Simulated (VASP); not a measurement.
## ZnSe: single point with LDA

ZnSe:

```
CELL_PARAMETERS angstrom
0.00000 2.55396 2.89843
2.89843 0.00000 2.89843
2.89843 2.55396 0.00000
ATOMIC_POSITIONS crystal
Zn 0.00000 0.00000 0.00000
Se 0.75000 0.75000 0.75000
```

This cell differs from its parent crystal: strain +e along x and -e along y +0.0000, strain +e along z and -e/2 along x and y -0.0825.

```json
{"Program": "VASP 6.6.1", "Task": "single point", "Functional": "LDA", "Potentials or basis": "VASP PAW LDA potentials, release 64 (Zn, Se)", "Cutoff": "520 eV", "k mesh": "8 × 8 × 8", "Occupations": "gaussian, width 0.05 eV", "Spin": "no spin polarisation"}
```

```json
{"Pressure": "0.4 GPa", "Band gap on the k mesh": "1.02 eV"}
```

Stress tensor (GPa, compression positive):
```
-0.88  0.00  0.00
 0.00  2.83  0.00
 0.00  0.00 -0.88
```

Levels at points of the mesh, in eV from the valence-band top:
```tsv
k point	band 6	band 7	band 8	band 9	band 10	band 11	band 12	band 13
(0.00, 0.00, 0.00)	-6.71	-0.38	-0.38	0.00	1.02	5.52	5.58	5.58
(0.50, 0.00, 0.00)	-6.55	-5.85	-1.54	-0.85	2.06	5.55	6.83	8.42
(0.50, 0.50, 0.00)	-6.58	-5.53	-2.47	-2.23	2.68	3.55	10.13	10.25
(0.50, 0.00, 0.50)	-6.41	-4.77	-3.09	-3.09	2.12	2.27	11.16	11.16
```

Run time: 38 s on 1 thread of Intel(R) Xeon(R) 6975P-C (Granite Rapids) (shared host), peak memory 0.17 GiB.

Caveat: the cell differs from its parent crystal (strain +e along x and -e along y +0.0000, strain +e along z and -e/2 along x and y -0.0825).
